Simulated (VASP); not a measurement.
Here is a VASP 6.6.1 calculation.

INCAR

```
  PREC = Accurate
  ENCUT = 520
  EDIFF = 1E-6
  ISMEAR = 0
  SIGMA = 0.1
  LREAL = F
  LASPH = T
  NELM = 100
  ALGO = Normal
  ISIF = 2
  LWAVE = F
  LCHARG = T
  LDIPOL = T
  IDIPOL = 3
  DIPOL = 0.5 0.5 0.291
  GGA = PE
  LELF = T
  LVHAR = T
  LVACPOTAV = T
  NBANDS = 32
```

KPOINTS

```
regular mesh
0
Gamma
  5 5 1
```

The input POSCAR:

```
Al6H
1.0
    5.7135165837      0.0000000000      0.0000000000
    0.0000000000      5.7135165837      0.0000000000
    0.0000000000      0.0000000000     22.1746954375
Al H
12 2
Direct
    0.2500000000      0.2500000000      0.1803857921
    0.2500000000      0.7500000000      0.1803857921
    0.7500000000      0.2500000000      0.1803857921
    0.7500000000      0.7500000000      0.1803857921
    0.0000000000      0.0000000000      0.2744050924
    0.0000000000      0.5000000000      0.2744050924
    0.5000000000      0.0000000000      0.2744050924
    0.5000000000      0.5000000000      0.2744050924
    0.2500000000      0.2500000000      0.3686497278
    0.2500000000      0.7500000000      0.3686497278
    0.7500000000      0.2500000000      0.3686497278
    0.7500000000      0.7500000000      0.3686497278
    0.0000000000     -0.0656338342      0.3889431294
    0.0000000000      0.0656338342      0.3889431294
```

Potentials or basis: VASP PAW PBE potentials, release 64 (Al, H).

Command:

```console
$ cat potpaw_PBE.64/Al/POTCAR potpaw_PBE.64/H/POTCAR > POTCAR
$ mpirun -np 1 vasp_std > vasp.out
```

**Question.** What does it give for the largest force?

**Answer.** 3.981 eV/Å.

**Question.** Estimate the band gap on the k mesh.

**Answer.** Zero (bands 19 and 20 overlap by 0.51 eV).

Forces on the atoms (eV/Å):
```
Al   0.003 -0.006 -0.026
Al   0.003  0.006 -0.026
Al  -0.003 -0.006 -0.026
Al  -0.003  0.006 -0.026
Al   0.000  0.000 -0.464
Al   0.000  0.000 -0.073
Al   0.000  0.000 -0.046
Al   0.000  0.000  0.027
Al   0.893  0.881 -0.302
Al   0.893 -0.881 -0.302
Al  -0.893  0.881 -0.302
Al  -0.893 -0.881 -0.302
H    0.000 -3.870  0.934
H    0.000  3.870  0.934
```
